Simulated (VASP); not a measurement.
# Ba in VASP: single point with PBE

Aim: the single point of Ba with PBE.

All numbers are computed with VASP 6.6.1; they aren't measurements. Logs are shortened: lines on timing, memory, paths and dates and some standing lists are left out, and cuts for length are marked.

## 1. The cell of the first run

The cell holds a sublattice, 1 atom: a = 4.006 Å, b = 4.006 Å, c = 4.006 Å, α = 90.00°, β = 90.00°, γ = 90.00°.

## 2. Single point, PBE

Contents of INCAR:

```
SYSTEM = Ba
PREC = Accurate
ENCUT = 400
EDIFF = 1E-6
ISMEAR = 0
SIGMA = 0.1
LREAL = .FALSE.
LASPH = .TRUE.
NELM = 120
ALGO = Normal
ISIF = 2
LWAVE = .FALSE.
LCHARG = .FALSE.
GGA = PE
NBANDS = 11
GGA_COMPAT = .FALSE.
```

Contents of KPOINTS:

```
regular mesh
0
G
  6 6 6
  0 0 0
```

Contents of POSCAR:

```
Ba
1.0
    4.0060000000      0.0000000000      0.0000000000
    0.0000000000      4.0060000000      0.0000000000
    0.0000000000      0.0000000000      4.0060000000
Ba
1
Direct
    0.5000000000      0.5000000000      0.5000000000
```

Potentials or basis: VASP PAW PBE potentials, release 64 (Ba_sv).

Run with:

```
$ cat potpaw_PBE.64/Ba_sv/POTCAR > POTCAR
$ mpirun -np 1 vasp_std > vasp.out
```

OUTCAR:

```text
SYSTEM = Ba
   PREC = Accurate
   ENCUT = 400
   EDIFF = 1E-6
   ISMEAR = 0
   LREAL = .FALSE.
   LASPH = .TRUE.
   NELM = 120
   ISIF = 2
   GGA = PE

 ion  position               nearest neighbor table
   1  0.500  0.500  0.500-

  LATTYP: Found a simple cubic cell.
 ALAT       =     4.0060000000

  Lattice vectors:

 A1 = (   4.0060000000,   0.0000000000,   0.0000000000)
 A2 = (   0.0000000000,   4.0060000000,   0.0000000000)
 A3 = (   0.0000000000,   0.0000000000,   4.0060000000)

Analysis of symmetry for initial positions (statically):
=====================================================================
 Subroutine PRICEL returns:
 Original cell was already a primitive cell.

 Routine SETGRP: Setting up the symmetry group for a
 simple cubic supercell.

 Subroutine GETGRP returns: Found 48 space group operations
 (whereof 48 operations were pure point group operations)
 out of a pool of 48 trial point group operations.

The static configuration has the point symmetry O_h .

Analysis of symmetry for dynamics (positions and initial velocities):
=====================================================================
 Subroutine PRICEL returns:
 Original cell was already a primitive cell.

 Routine SETGRP: Setting up the symmetry group for a
 simple cubic supercell.

 Subroutine GETGRP returns: Found 48 space group operations
 (whereof 48 operations were pure point group operations)
 out of a pool of 48 trial point group operations.

The dynamic configuration has the point symmetry O_h .

 Subroutine INISYM returns: Found 48 space group operations
 (whereof 48 operations are pure point group operations),
 and found     1 'primitive' translations

----------------------------------------------------------------------------------------

                                     Primitive cell

  volume of cell :      64.2884

  direct lattice vectors                    reciprocal lattice vectors
     4.006000000  0.000000000  0.000000000     0.249625562  0.000000000  0.000000000
     0.000000000  4.006000000  0.000000000     0.000000000  0.249625562  0.000000000
     0.000000000  0.000000000  4.006000000     0.000000000  0.000000000  0.249625562

  length of vectors
     4.006000000  4.006000000  4.006000000     0.249625562  0.249625562  0.249625562

  position of ions in fractional coordinates (direct lattice)
     0.500000000  0.500000000  0.500000000

  ion indices of the primitive-cell ions
   primitive index   ion index
                 1           1

----------------------------------------------------------------------------------------

 KPOINTS: regular mesh

Automatic generation of k-mesh.
 Grid dimensions read from file:
 generate k-points for:    6    6    6

 Generating k-lattice:

  Cartesian coordinates                     Fractional coordinates (reciprocal lattice)
     0.041604260  0.000000000  0.000000000     0.166666667  0.000000000  0.000000000
     0.000000000  0.041604260  0.000000000     0.000000000  0.166666667  0.000000000
     0.000000000  0.000000000  0.041604260     0.000000000  0.000000000  0.166666667

  Length of vectors
     0.041604260  0.041604260  0.041604260

  Shift w.r.t. Gamma in fractional coordinates (k-lattice)
     0.000000000  0.000000000  0.000000000

 Subroutine IBZKPT returns following result:
 ===========================================

 Found     20 irreducible k-points:

 Following reciprocal coordinates:
            Coordinates               Weight
  0.000000  0.000000  0.000000      1.000000
  0.166667  0.000000  0.000000      6.000000
  0.333333  0.000000  0.000000      6.000000
  0.500000  0.000000  0.000000      3.000000
  0.166667  0.166667  0.000000     12.000000
  0.333333  0.166667  0.000000     24.000000
[... 12 lines left out ...]
  0.500000  0.500000  0.333333      6.000000
  0.500000  0.500000  0.500000      1.000000
   k-points           NKPTS =     20   k-points in BZ     NKDIM =     20   number of bands    NBANDS=     11
   number of dos      NEDOS =    301   number of ions     NIONS =      1
   total plane-waves  NPLWV =  21952
   dimension x,y,z NGX =    28 NGY =   28 NGZ =   28
   dimension x,y,z NGXF=    56 NGYF=   56 NGZF=   56
   ions per type =               1
   NGX,Y,Z   is equivalent  to a cutoff of  11.62, 11.62, 11.62 a.u.
   NGXF,Y,Z  is equivalent  to a cutoff of  23.24, 23.24, 23.24 a.u.
 SYSTEM =  Ba
   PREC   = accura    normal or accurate (medium, high low for compatibility)
   ISTART =      0    job   : 0-new  1-cont  2-samecut
   ICHARG =      2    charge: 1-file 2-atom 10-const
   ISPIN  =      1    spin polarized calculation?
   LNONCOLLINEAR =      F non collinear calculations
   LSORBIT =      F    spin-orbit coupling
   LASPH  =      T    aspherical Exc in radial PAW
   ENCUT  =  400.0 eV  29.40 Ry    5.42 a.u.   6.53  6.53  6.53*2*pi/ulx,y,z
   NELM   =    120;   NELMIN=  2; NELMDL= -5     # of ELM steps
   EDIFF  = 0.1E-05   stopping-criterion for ELM
   LREAL  =      F    real-space projection
   EDIFFG = 0.1E-04   stopping-criterion for IOM
   NSW    =      0    number of steps for IOM
   IBRION =     -1    ionic relax: 0-MD 1-quasi-New 2-CG
   NFREE  =      0    steps in history (QN), initial steepest desc. (CG)
   ISIF   =      2    stress and relaxation
   ISYM   =      2    0-nonsym 1-usesym 2-fastsym
   POTIM  = 0.5000    time-step for ionic-motion
   TEBEG  =    0.0;   TEEND  =   0.0 temperature during run
   PSTRESS=    0.0 pullay stress
   NELECT =      10.0000    total number of electrons
   NUPDOWN=      -1.0000    fix difference up-down
   EMIN   =  10.00;   EMAX   =-10.00  energy-range for DOS
   EFERMI =   0.00;   METHOD = LEGACY
   ISMEAR =     0;   SIGMA  =   0.10  broadening in eV -4-tet -1-fermi 0-gaus
   EFERMI_NEDOS =   21; number of points for ismear=-14 and -15
   IALGO  =     38    algorithm
   IMIX   =      4    mixing-type and parameters
     AMIX     =   0.40;   BMIX     =  1.00
     AMIX_MAG =   1.60;   BMIX_MAG =  1.00
  volume/ion in A,a.u.               =      64.29       433.84
  Fermi-wavevector in a.u.,A,eV,Ry     =   0.880435  1.663781 10.546767  0.775166
  Thomas-Fermi vector in A             =   2.000795
   LORBIT       =      0    0 simple, 1 ext, 2 COOP (PROOUT), +10 PAW based schemes
   GGA     = PE    functional components
   LHFCALC =     F    Hartree Fock is set to
   AEXX    =    0.0000 exact exchange contribution
   IVDW    =     0    specifies the selected vdW correction
   LEPSILON=     F    determine dielectric tensor
   LRPA    =     F    only Hartree local field effects (RPA)
 non-spin polarized calculation
 Gauss-broadening in eV      SIGMA  =   0.10
  energy-cutoff  :      400.00
  volume of cell :       64.29
 maximum number of plane-waves:      1189
 NGX is ok and might be reduce to    28
   NGX = 13   NGY = 13   NGZ = 13

 number of electron      10.0000000 magnetization

 number of electron       9.9999998 magnetization

 Free energy of the ion-electron system (eV)
  ---------------------------------------------------
  ext. energy  EPLUGINS =         0.00000000
  ---------------------------------------------------
  free energy    TOTEN  =        -1.58834054 eV

  energy without entropy =       -1.58183223  energy(sigma->0) =       -1.58508638

 E-fermi :   1.5992     XC(G=0):  -7.3253

 val. band max:        1.5843525770   @ k =   0.0000   0.0000   0.0000
 cond. band min:       1.7026325497   @ k =   0.5000   0.1667   0.0000
 fundamental gap:      0.1182799727
 Fermi energy:         1.5992313845

 k-point     1 :       0.0000    0.0000    0.0000
  band No.  band energies     occupation
      1     -27.6867      2.00000
      2     -12.5580      2.00000
      3     -12.5580      2.00000
      4     -12.5580      2.00000
      5      -1.0569      2.00000
      6       1.5844      1.16666
      7       1.5844      1.16666
      8       6.1781      0.00000
      9       6.1781      0.00000
     10       6.1781      0.00000
     11       8.8681      0.00000

 k-point     2 :       0.1667    0.0000    0.0000
  band No.  band energies     occupation
      1     -27.6742      2.00000
      2     -12.7255      2.00000
      3     -12.5436      2.00000
      4     -12.5436      2.00000
      5      -0.6811      2.00000
      6       1.7042      0.13759
      7       1.9536      0.00000
      8       5.3880      0.00000
      9       5.3880      0.00000
     10       6.2360      0.00000
     11       7.6188      0.00000

 k-point     3 :       0.3333    0.0000    0.0000
  band No.  band energies     occupation
      1     -27.6493      2.00000
      2     -13.0387      2.00000
      3     -12.5144      2.00000
      4     -12.5144      2.00000
      5       0.1616      2.00000
      6       1.9754      0.00000
      7       2.4443      0.00000
      8       4.4220      0.00000
      9       4.4220      0.00000
     10       6.3575      0.00000
     11       6.9931      0.00000

 k-point     4 :       0.5000    0.0000    0.0000
  band No.  band energies     occupation
      1     -27.6366      2.00000
      2     -13.1859      2.00000
      3     -12.4997      2.00000
      4     -12.4997      2.00000
      5       0.7805      2.00000
      6       2.1319      0.00000
      7       2.2165      0.00000
      8       4.0584      0.00000
      9       4.0584      0.00000
     10       6.4214      0.00000
     11       7.9868      0.00000
[... 183 lines left out ...]
 k-point    18 :       0.5000    0.3333    0.3333
  band No.  band energies     occupation
      1     -27.5646      2.00000
      2     -13.0558      2.00000
      3     -12.9043      2.00000
      4     -12.8924      2.00000
      5       1.3187      1.99993
      6       1.9360      0.00000
      7       2.2069      0.00000
      8       4.8765      0.00000
      9       5.0596      0.00000
     10       6.8438      0.00000
     11       7.1261      0.00000

 k-point    19 :       0.5000    0.5000    0.3333
  band No.  band energies     occupation
      1     -27.5526      2.00000
      2     -13.0345      2.00000
      3     -13.0345      2.00000
      4     -12.8791      2.00000
      5       1.2119      2.00000
      6       1.9006      0.00002
      7       1.9006      0.00002
      8       5.0449      0.00000
      9       6.1671      0.00000
     10       7.4645      0.00000
     11       7.4646      0.00000

 k-point    20 :       0.5000    0.5000    0.5000
  band No.  band energies     occupation
      1     -27.5407      2.00000
      2     -13.0137      2.00000
      3     -13.0137      2.00000
      4     -13.0137      2.00000
      5       1.5081      1.80235
      6       1.5081      1.80235
      7       1.5081      1.80235
      8       5.4032      0.00000
      9       7.7193      0.00000
     10       7.7492      0.00000
     11       7.8877      0.00000

------------------------ aborting loop because EDIFF is reached ----------------------------------------

  FORCE on cell =-STRESS in cart. coord.  units (eV):
  Direction    XX          YY          ZZ          XY          YZ          ZX
  --------------------------------------------------------------------------------------
  -------------------------------------------------------------------------------------
  Total       -0.1254260     -0.1254260     -0.1254260      0.0000000     -0.0000000      0.0000000
  in kB       -3.1258286     -3.1258286     -3.1258286      0.0000000     -0.0000000      0.0000000
  external PRESSURE =      -3.1258286 kB  Pullay stress =       0.0000000 kB

 VOLUME and BASIS-vectors are now :
 -----------------------------------------------------------------------------
  energy-cutoff  :      400.00
  volume of cell :       64.29
      direct lattice vectors                 reciprocal lattice vectors
     4.006000000  0.000000000  0.000000000     0.249625562  0.000000000  0.000000000
     0.000000000  4.006000000  0.000000000     0.000000000  0.249625562  0.000000000
     0.000000000  0.000000000  4.006000000     0.000000000  0.000000000  0.249625562

 POSITION                                       TOTAL-FORCE (eV/Angst)
 -----------------------------------------------------------------------------------
      2.00300      2.00300      2.00300         0.000000      0.000000      0.000000
 -----------------------------------------------------------------------------------
    total drift:                                0.000000      0.000000      0.000000

  FREE ENERGIE OF THE ION-ELECTRON SYSTEM (eV)
  ---------------------------------------------------
  free  energy   TOTEN  =        -1.5883405375 eV

  energy  without entropy=       -1.5818322278  energy(sigma->0) =       -1.58508638
```

Wall time 17 s (1 thread of AMD EPYC 7R43 (Zen 3), shared host); peak memory 0.11 GiB.

Results:

- Free energy: -1.5883 eV
- Pressure: -0.3 GPa
- Band gap on the k mesh: zero (band 5 reaches 1.58 eV, above the bottom of band 6 at 1.51 eV)

Caveat: spin-orbit coupling is left out, which moves the levels of the heavy elements.
